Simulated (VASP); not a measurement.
# GeW (CsCl type) (Pm-3m) in VASP: a series of runs

Runs on GeW (CsCl type). Level: PBE. Tasks: relaxation of cell and atoms.

All numbers are computed with VASP 6.6.1; they aren't measurements. Logs are shortened: lines on timing, memory, paths and dates and some standing lists are left out, and cuts for length are marked.

## (1) The cell of the first run

Symmetry: Pm-3m, No. 221, cubic system. The conventional cell has a = 2.538 Å, b = 2.538 Å, c = 2.538 Å, α = 90.00°, β = 90.00°, γ = 90.00°. Within 2.9 Å of W (site symmetry m-3m) lie 8 Ge at 2.20 Å and 6 W at 2.54 Å. Within 2.9 Å of Ge (site symmetry m-3m) lie 8 W at 2.20 Å and 6 Ge at 2.54 Å.

## (2) Relaxation of cell and atoms, PBE, target pressure 520 GPa, at which the enthalpy is minimised

The input, INCAR:

```
PREC     = Accurate       # precision mode
ENCUT    = 600            # plane-wave cutoff, eV
EDIFF    = 1E-6           # SCF threshold, eV
ISMEAR   = -1             # smearing method
SIGMA    = 0.05           # smearing width, eV
LREAL    = F              # projectors in reciprocal space
LASPH    = T              # aspherical terms in the spheres
NELM     = 80             # most SCF steps
ALGO     = Normal         # electronic algorithm
ISIF     = 3              # what is computed and relaxed
LWAVE    = F              # write WAVECAR
LCHARG   = F              # write CHGCAR
GGA      = PE             # functional
IBRION   = 2              # ionic algorithm
NSW      = 32             # ionic steps
EDIFFG   = -0.005         # ionic threshold
PSTRESS  = 5200.0
```

The input, KPOINTS:

```
Automatic mesh
0
Gamma
  16 16 16
```

The input, POSCAR:

```
GeW
1.0
    2.5375352036      0.0000000000      0.0000000000
    0.0000000000      2.5375352036      0.0000000000
    0.0000000000      0.0000000000      2.5375352036
W Ge
1 1
Direct
    0.0000000000      0.0000000000      0.0000000000
    0.5000000000      0.5000000000      0.5000000000
```

Potentials or basis: VASP PAW PBE potentials, release 64 (W_sv, Ge_d).

Command:

```sh
cat potpaw_PBE.64/W_sv/POTCAR potpaw_PBE.64/Ge_d/POTCAR > POTCAR
mpirun -np 1 vasp_std > vasp.out
```

OUTCAR:

```text
PREC = Accurate
   ENCUT = 600
   EDIFF = 1E-6
   ISMEAR = -1
   LREAL = F
   LASPH = T
   NELM = 80
   ISIF = 3
   GGA = PE
   IBRION = 2
   NSW = 32
   EDIFFG = -0.005
   PSTRESS = 5200.0

 ion  position               nearest neighbor table
   1  0.000  0.000  0.000-   2 2.20   2 2.20   2 2.20   2 2.20   2 2.20   2 2.20   2 2.20   2 2.20

   2  0.500  0.500  0.500-   1 2.20   1 2.20   1 2.20   1 2.20   1 2.20   1 2.20   1 2.20   1 2.20

  LATTYP: Found a simple cubic cell.
 ALAT       =     2.5375352036

  Lattice vectors:

 A1 = (   2.5375352036,   0.0000000000,   0.0000000000)
 A2 = (   0.0000000000,   2.5375352036,   0.0000000000)
 A3 = (   0.0000000000,   0.0000000000,   2.5375352036)

Analysis of symmetry for initial positions (statically):
=====================================================================
 Subroutine PRICEL returns:
 Original cell was already a primitive cell.

 Routine SETGRP: Setting up the symmetry group for a
 simple cubic supercell.

 Subroutine GETGRP returns: Found 48 space group operations
 (whereof 48 operations were pure point group operations)
 out of a pool of 48 trial point group operations.

The static configuration has the point symmetry O_h .

Analysis of symmetry for dynamics (positions and initial velocities):
=====================================================================
 Subroutine PRICEL returns:
 Original cell was already a primitive cell.

 Routine SETGRP: Setting up the symmetry group for a
 simple cubic supercell.

 Subroutine GETGRP returns: Found 48 space group operations
 (whereof 48 operations were pure point group operations)
 out of a pool of 48 trial point group operations.

The dynamic configuration has the point symmetry O_h .

 Subroutine INISYM returns: Found 48 space group operations
 (whereof 48 operations are pure point group operations),
 and found     1 'primitive' translations

----------------------------------------------------------------------------------------

                                     Primitive cell

  volume of cell :      16.3394

  direct lattice vectors                    reciprocal lattice vectors
     2.537535204  0.000000000  0.000000000     0.394083203  0.000000000  0.000000000
     0.000000000  2.537535204  0.000000000     0.000000000  0.394083203  0.000000000
     0.000000000  0.000000000  2.537535204     0.000000000  0.000000000  0.394083203

  length of vectors
     2.537535204  2.537535204  2.537535204     0.394083203  0.394083203  0.394083203

  position of ions in fractional coordinates (direct lattice)
     0.000000000  0.000000000  0.000000000
     0.500000000  0.500000000  0.500000000

  ion indices of the primitive-cell ions
   primitive index   ion index
                 1           1
                 2           2

----------------------------------------------------------------------------------------

 KPOINTS: Automatic mesh

Automatic generation of k-mesh.
 Grid dimensions read from file:
 generate k-points for:   16   16   16

 Generating k-lattice:

  Cartesian coordinates                     Fractional coordinates (reciprocal lattice)
     0.024630200  0.000000000  0.000000000     0.062500000  0.000000000  0.000000000
     0.000000000  0.024630200  0.000000000     0.000000000  0.062500000  0.000000000
     0.000000000  0.000000000  0.024630200     0.000000000  0.000000000  0.062500000

  Length of vectors
     0.024630200  0.024630200  0.024630200

  Shift w.r.t. Gamma in fractional coordinates (k-lattice)
     0.000000000  0.000000000  0.000000000

 Subroutine IBZKPT returns following result:
 ===========================================

 Found    165 irreducible k-points:

 Following reciprocal coordinates:
            Coordinates               Weight
  0.000000  0.000000  0.000000      1.000000
  0.062500  0.000000  0.000000      6.000000
  0.125000  0.000000  0.000000      6.000000
  0.187500  0.000000  0.000000      6.000000
  0.250000  0.000000  0.000000      6.000000
  0.312500  0.000000  0.000000      6.000000
[... 16 lines left out ...]
  0.437500  0.125000  0.000000     24.000000
  0.500000  0.125000  0.000000     12.000000
 [... further k-points ...]
   k-points           NKPTS =    165   k-points in BZ     NKDIM =    165   number of bands    NBANDS=     18
   number of dos      NEDOS =    301   number of ions     NIONS =      2
   total plane-waves  NPLWV =   8000
   dimension x,y,z NGX =    20 NGY =   20 NGZ =   20
   dimension x,y,z NGXF=    40 NGYF=   40 NGZF=   40
   ions per type =               1   1
   NGX,Y,Z   is equivalent  to a cutoff of  13.10, 13.10, 13.10 a.u.
   NGXF,Y,Z  is equivalent  to a cutoff of  26.21, 26.21, 26.21 a.u.
 SYSTEM =  unknown system
   PREC   = accura    normal or accurate (medium, high low for compatibility)
   ISTART =      0    job   : 0-new  1-cont  2-samecut
   ICHARG =      2    charge: 1-file 2-atom 10-const
   ISPIN  =      1    spin polarized calculation?
   LNONCOLLINEAR =      F non collinear calculations
   LSORBIT =      F    spin-orbit coupling
   LASPH  =      T    aspherical Exc in radial PAW
   ENCUT  =  600.0 eV  44.10 Ry    6.64 a.u.   5.07  5.07  5.07*2*pi/ulx,y,z
   NELM   =     80;   NELMIN=  2; NELMDL= -5     # of ELM steps
   EDIFF  = 0.1E-05   stopping-criterion for ELM
   LREAL  =      F    real-space projection
   EDIFFG = -.5E-02   stopping-criterion for IOM
   NSW    =     32    number of steps for IOM
   IBRION =      2    ionic relax: 0-MD 1-quasi-New 2-CG
   NFREE  =      1    steps in history (QN), initial steepest desc. (CG)
   ISIF   =      3    stress and relaxation
   ISYM   =      2    0-nonsym 1-usesym 2-fastsym
   POTIM  = 0.5000    time-step for ionic-motion
   TEBEG  =    0.0;   TEEND  =   0.0 temperature during run
   PSTRESS= 5200.0 pullay stress
   NELECT =      28.0000    total number of electrons
   NUPDOWN=      -1.0000    fix difference up-down
   EMIN   =  10.00;   EMAX   =-10.00  energy-range for DOS
   EFERMI =   0.00;   METHOD = LEGACY
   ISMEAR =    -1;   SIGMA  =   0.05  broadening in eV -4-tet -1-fermi 0-gaus
   EFERMI_NEDOS =   21; number of points for ismear=-14 and -15
   IALGO  =     38    algorithm
   IMIX   =      4    mixing-type and parameters
     AMIX     =   0.40;   BMIX     =  1.00
     AMIX_MAG =   1.60;   BMIX_MAG =  1.00
  volume/ion in A,a.u.               =       8.17        55.13
  Fermi-wavevector in a.u.,A,eV,Ry     =   1.959065  3.702095 52.218266  3.837934
  Thomas-Fermi vector in A             =   2.984546
   LORBIT       =      0    0 simple, 1 ext, 2 COOP (PROOUT), +10 PAW based schemes
   GGA     = PE    functional components
   LHFCALC =     F    Hartree Fock is set to
   AEXX    =    0.0000 exact exchange contribution
   IVDW    =     0    specifies the selected vdW correction
   LEPSILON=     F    determine dielectric tensor
   LRPA    =     F    only Hartree local field effects (RPA)
 conjugate gradient relaxation of ions
 non-spin polarized calculation
  energy-cutoff  :      600.00
  volume of cell :       16.34
 maximum number of plane-waves:       556
   NGX = 11   NGY = 11   NGZ = 11

--------------------------------------- Ionic step        1  -------------------------------------------

 number of electron      27.9999990 magnetization

 Free energy of the ion-electron system (eV)
  ---------------------------------------------------
  ext. energy  EPLUGINS =         0.00000000
  ---------------------------------------------------
  free energy    TOTEN  =        -2.96722113 eV

  energy without entropy =       -2.95663772  energy(sigma->0) =       -2.96192942

------------------------ aborting loop because EDIFF is reached ----------------------------------------

  FORCE on cell =-STRESS in cart. coord.  units (eV):
  Direction    XX          YY          ZZ          XY          YZ          ZX
  --------------------------------------------------------------------------------------
  -------------------------------------------------------------------------------------
  Total       54.1927131     54.1927131     54.1927131      0.0000000     -0.0000000     -0.0000000
  in kB     5313.9228939   5313.9228939   5313.9228939      0.0000000     -0.0000000     -0.0000000
  external PRESSURE =     113.9228939 kB  Pullay stress =    5200.0000000 kB

 VOLUME and BASIS-vectors are now :
 -----------------------------------------------------------------------------
  energy-cutoff  :      600.00
  volume of cell :       16.34
      direct lattice vectors                 reciprocal lattice vectors
     2.537535204  0.000000000  0.000000000     0.394083203  0.000000000  0.000000000
     0.000000000  2.537535204  0.000000000     0.000000000  0.394083203  0.000000000
     0.000000000  0.000000000  2.537535204     0.000000000  0.000000000  0.394083203
[... 160 lines left out ...]
  FREE ENERGIE OF THE ION-ELECTRON SYSTEM (eV)
  ---------------------------------------------------
  free  energy   TOTEN  =        -3.2509842573 eV

  energy  without entropy=       -3.2403393672  energy(sigma->0) =       -3.24566181

  enthalpy is  TOTEN    =        50.0603519573 eV   P V=       53.3113362147

--------------------------------------- Ionic step        6  -------------------------------------------

 number of electron      27.9999991 magnetization

 Free energy of the ion-electron system (eV)
  ---------------------------------------------------
  ext. energy  EPLUGINS =         0.00000000
  ---------------------------------------------------
  free energy    TOTEN  =        -3.27858650 eV

  energy without entropy =       -3.26793251  energy(sigma->0) =       -3.27325950

 E-fermi :  21.5244     XC(G=0): -17.0627

 val. band max:       21.5170803692   @ k =   0.4375   0.3125   0.0625
 cond. band min:      21.5349244141   @ k =   0.1250   0.1250   0.0000
 fundamental gap:      0.0178440449
 Fermi energy:        21.5244065851

 k-point     1 :       0.0000    0.0000    0.0000
  band No.  band energies     occupation
      1     -52.0072      2.00000
      2     -16.1173      2.00000
      3     -16.1173      2.00000
      4     -16.1173      2.00000
      5      -5.1306      2.00000
      6      -5.1306      2.00000
[... 10 lines left out ...]
     17      26.0430      0.00000
     18      26.0430      0.00000
[... 463 lines left out ...]
 k-point    24 :       0.5000    0.1250    0.0000
  band No.  band energies     occupation
      1     -51.7884      2.00000
      2     -18.4784      2.00000
      3     -16.3014      2.00000
      4     -15.9213      2.00000
      5      -4.9649      2.00000
      6      -4.6183      2.00000
[... 10 lines left out ...]
     17      29.2277      0.00000
     18      34.3005      0.00000

 [... further k-points ...]

------------------------ aborting loop because EDIFF is reached ----------------------------------------

  FORCE on cell =-STRESS in cart. coord.  units (eV):
  Direction    XX          YY          ZZ          XY          YZ          ZX
  --------------------------------------------------------------------------------------
  -------------------------------------------------------------------------------------
  Total       53.3361326     53.3361326     53.3361326      0.0000000     -0.0000000      0.0000000
  in kB     5199.7288997   5199.7288997   5199.7288997      0.0000000     -0.0000000      0.0000000
  external PRESSURE =      -0.2711003 kB  Pullay stress =    5200.0000000 kB

 VOLUME and BASIS-vectors are now :
 -----------------------------------------------------------------------------
  energy-cutoff  :      600.00
  volume of cell :       16.43
      direct lattice vectors                 reciprocal lattice vectors
     2.542438565  0.000000000 -0.000000000     0.393323172 -0.000000000  0.000000000
     0.000000000  2.542438565  0.000000000    -0.000000000  0.393323172  0.000000000
    -0.000000000 -0.000000000  2.542438565     0.000000000 -0.000000000  0.393323172

 POSITION                                       TOTAL-FORCE (eV/Angst)
 -----------------------------------------------------------------------------------
      0.00000      0.00000      0.00000        -0.000000     -0.000000      0.000000
      1.27122      1.27122      1.27122         0.000000      0.000000      0.000000
 -----------------------------------------------------------------------------------
    total drift:                               -0.000000      0.000000     -0.000000

  FREE ENERGIE OF THE ION-ELECTRON SYSTEM (eV)
  ---------------------------------------------------
  free  energy   TOTEN  =        -3.2785864958 eV

  energy  without entropy=       -3.2679325072  energy(sigma->0) =       -3.27325950

  enthalpy is  TOTEN    =        50.0603268882 eV   P V=       53.3389133840

 reached required accuracy - stopping structural energy minimisation
```

Wall time 77 s (1 thread of Intel Xeon 6975P-C (Granite Rapids), shared host); peak memory 0.17 GiB.

Results:

* Free energy: -3.2786 eV
* Relaxed volume: 8.22 Å³/atom
* Relaxed cell: a = 2.542 Å, b = 2.542 Å, c = 2.542 Å, α = 90.00°, β = 90.00°, γ = 90.00°
* Space group after relaxing (to 0.1 Å): Pm-3m (No. 221)
* Energy change on relaxing (the run minimises the enthalpy): -155.7 meV/atom
* Ionic steps: 6
* Pressure after relaxing: 520.0 GPa
* Band gap on the k mesh: zero (bands 14 and 15 overlap by 10.31 eV)

The path:
```csv
step,energy change (eV),largest force (eV/Å),pressure (GPa),volume (Å³)
1,0.0000,0.0000,531.39,16.34
2,-4.0084,0.0000,386.19,17.75
3,-0.3255,0.0000,519.80,16.44
4,-0.3191,0.0000,519.83,16.44
5,-0.2838,0.0000,520.60,16.43
6,-0.3114,0.0000,519.97,16.43
```

Final structure:
```yaml
crystal:
  lattice:
    - [2.54244, 0.00000, 0.00000]
    - [0.00000, 2.54244, 0.00000]
    - [0.00000, 0.00000, 2.54244]
  atoms:
    - { symbol: W, position: [0.00000, 0.00000, 0.00000] }
    - { symbol: Ge, position: [0.50000, 0.50000, 0.50000] }
```

Levels at points of the mesh, in eV from the Fermi level:
| k point | band 12 | band 13 | band 14 | band 15 | band 16 | band 17 |
| --- | --- | --- | --- | --- | --- | --- |
| (0.00, 0.00, 0.00) | -7.64 | 3.34 | 3.34 | 3.34 | 4.52 | 4.52 |
| (0.50, 0.00, 0.00) | -6.53 | -4.31 | -4.31 | 3.62 | 6.38 | 7.71 |
| (0.50, 0.50, 0.00) | -4.53 | -4.53 | -0.96 | -0.96 | 7.69 | 8.10 |
| (0.50, 0.50, 0.50) | -11.88 | -4.27 | 8.23 | 8.23 | 8.36 | 8.36 |

Caveat: the cell is relaxed towards a set pressure, so the run minimises the enthalpy, not the energy; spin-orbit coupling is left out, which moves the levels of the heavy elements.

## (3) Relaxation of cell and atoms, PBE, target pressure 520 GPa, at which the enthalpy is minimised

This run uses another cell than the first one, of 8.45 Å³/atom.

The input, INCAR:

```
PREC = Accurate ; ENCUT = 600
EDIFF = 1E-6 ; ISMEAR = -1
SIGMA = 0.05 ; LREAL = F
LASPH = T ; NELM = 100
ALGO = Normal ; ISIF = 3
LWAVE = F ; LCHARG = F
GGA = PE ; IBRION = 2
NSW = 60 ; EDIFFG = -0.005
PSTRESS = 5200.0
```

The input, KPOINTS:

```
regular mesh
0
Gamma
  16 16 16
```

The input, POSCAR:

```
GeW
1.0
    2.5658407375      0.0000000000      0.0000000000
    0.0000000000      2.5658407375      0.0000000000
    0.0000000000      0.0000000000      2.5658407375
W Ge
1 1
Direct
    0.0000000000      0.0000000000      0.0000000000
    0.5000000000      0.5000000000      0.5000000000
```

Potentials or basis: VASP PAW PBE potentials, release 64 (W_sv, Ge_d).

Command:

```sh
cat potpaw_PBE.64/W_sv/POTCAR potpaw_PBE.64/Ge_d/POTCAR > POTCAR
mpirun -np 1 vasp_std > vasp.out
```

It took 1.9 min on 1 thread of Intel Xeon 6975P-C (Granite Rapids), shared host; peak memory 0.19 GiB.

It converged, with:

| Item | Value |
| --- | --- |
| Free energy | -3.2801 eV |
| Relaxed volume | 8.22 Å³/atom |
| Relaxed cell | a = 2.542 Å, b = 2.542 Å, c = 2.542 Å, α = 90.00°, β = 90.00°, γ = 90.00° |
| Space group after relaxing (to 0.1 Å) | Pm-3m (No. 221) |
| Energy change on relaxing (the run minimises the enthalpy) | +705.1 meV/atom |
| Ionic steps | 15 |
| Pressure after relaxing | 520.0 GPa |
| Band gap on the k mesh | zero (bands 14 and 15 overlap by 10.31 eV) |

Step by step:
```tsv
step	energy change (eV)	largest force (eV/Å)	pressure (GPa)	volume (Å³)
1	0.0000	0.0000	468.57	16.89
2	37.1097	0.0000	1997.65	11.09
3	1.1182	0.0000	509.27	16.53
4	1.3293	0.0000	516.68	16.46
5	1.4239	0.0000	520.32	16.43
6	1.3942	0.0000	519.33	16.44
7	1.3969	0.0000	519.40	16.44
8	1.4051	0.0000	519.81	16.44
9	1.4053	0.0000	519.79	16.44
10	1.4059	0.0000	519.80	16.44
11	1.4071	0.0000	519.84	16.44
12	1.4096	0.0000	519.87	16.43
13	1.4145	0.0000	520.23	16.43
14	1.4113	0.0000	520.19	16.43
15	1.4103	0.0000	519.96	16.43
```

Final structure:
```
W Ge
1.0
     2.54246    0.00000    0.00000
     0.00000    2.54246    0.00000
     0.00000    0.00000    2.54246
W Ge
1 1
Cartesian
  0.0000 0.0000 0.0000
  1.2712 1.2712 1.2712
```

Levels at points of the mesh, in eV from the Fermi level:
```
           k point  band 10  band 11  band 12  band 13  band 14  band 15  band 16  band 17  band 18
(0.00, 0.00, 0.00)   -18.80    -7.64    -7.64     3.34     3.34     3.34     4.52     4.52     4.52
(0.50, 0.00, 0.00)   -12.60   -10.75    -6.53    -4.31    -4.31     3.62     6.38     7.71    14.94
(0.50, 0.50, 0.00)   -14.54    -5.87    -4.53    -4.53    -0.96    -0.96     7.69     8.10    11.57
(0.50, 0.50, 0.50)   -11.88   -11.88   -11.88    -4.27     8.23     8.23     8.36     8.36     8.36
```

Caveat: the cell is relaxed towards a set pressure, so the run minimises the enthalpy, not the energy; spin-orbit coupling is left out, which moves the levels of the heavy elements.
